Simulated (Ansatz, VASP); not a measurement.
## GaN: VASP beside Ansatz

```
CELL_PARAMETERS angstrom
2.30835 2.30835 0.00000
-2.30835 2.30835 0.00000
0.00000 0.00000 4.47644
ATOMIC_POSITIONS crystal
Ga 0.00000 0.00000 0.00000
Ga 0.50000 0.50000 0.50000
N 0.50000 0.00000 0.25000
N 0.00000 0.50000 0.75000
```

Alike in both runs: task single point; functional PBE; k mesh 8 × 8 × 6; occupations gaussian, width 0.02 eV; no spin polarisation.

|  | VASP | Ansatz |
| --- | --- | --- |
| version | VASP 6.6.1 | Ansatz 0.2.0 |
| potentials or method | VASP PAW PBE potentials, release 64 (Ga_d, N), cutoff 520 eV | scalar-relativistic, plane waves, PAW |
| valence electrons in the cell | 36 | 36 |

|  | VASP | Ansatz | Ansatz less VASP |
| --- | --- | --- | --- |
| gap on the k mesh at the Fermi level (eV) | 1.37 | 1.36 | -0.006 |
| least direct gap on the mesh (eV) | 1.37 | 1.36 | -0.006 |
| pressure (GPa) | -2.2 | -2.4 | -0.13 |
| traceless stress, the component that is largest in VASP (GPa) | 2.37 | 2.36 | -0.010 |
